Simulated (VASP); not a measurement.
HgTe, 2 atoms in the cell. The structure is cubic, space group Fm-3m (No. 225). The conventional cell has a = 5.788 Å, b = 5.788 Å, c = 5.788 Å, α = 90.00°, β = 90.00°, γ = 90.00°. Within 3.8 Å of Hg (site symmetry m-3m) lie 6 Te at 2.89 Å. Te (site symmetry m-3m) has 6 Hg at 2.89 Å within 3.8 Å.  This cell differs from its parent crystal: volume scaled by 0.88.

- Program: VASP 6.6.1
- Task: single point
- Functional: PBE
- Dispersion: D3(BJ)
- Potentials or basis: VASP PAW PBE potentials, release 64 (Hg, Te)
- Cutoff: 520 eV
- k mesh: 12 × 12 × 12
- Occupations: gaussian, width 0.1 eV
- Spin: no spin polarisation
- Dipole correction: no
- Further INCAR settings: ALGO = Normal; EDIFF = 1e-07; NBANDS = 16

Potentials or basis: VASP PAW PBE potentials, release 64 (Hg, Te).

Launch:

```bash
$ cat potpaw_PBE.64/Hg/POTCAR potpaw_PBE.64/Te/POTCAR > POTCAR
$ mpirun -np 1 vasp_std > vasp.out
```

Hardware: 1 thread of Intel(R) Xeon(R) 6975P-C (Granite Rapids), with other jobs on the host.

Estimate the wall time of this run.

Wall time 26 s on 1 thread of Intel(R) Xeon(R) 6975P-C (Granite Rapids), on a shared host, peak memory 0.22 GiB. Counts: scf iterations 13, k points 72.
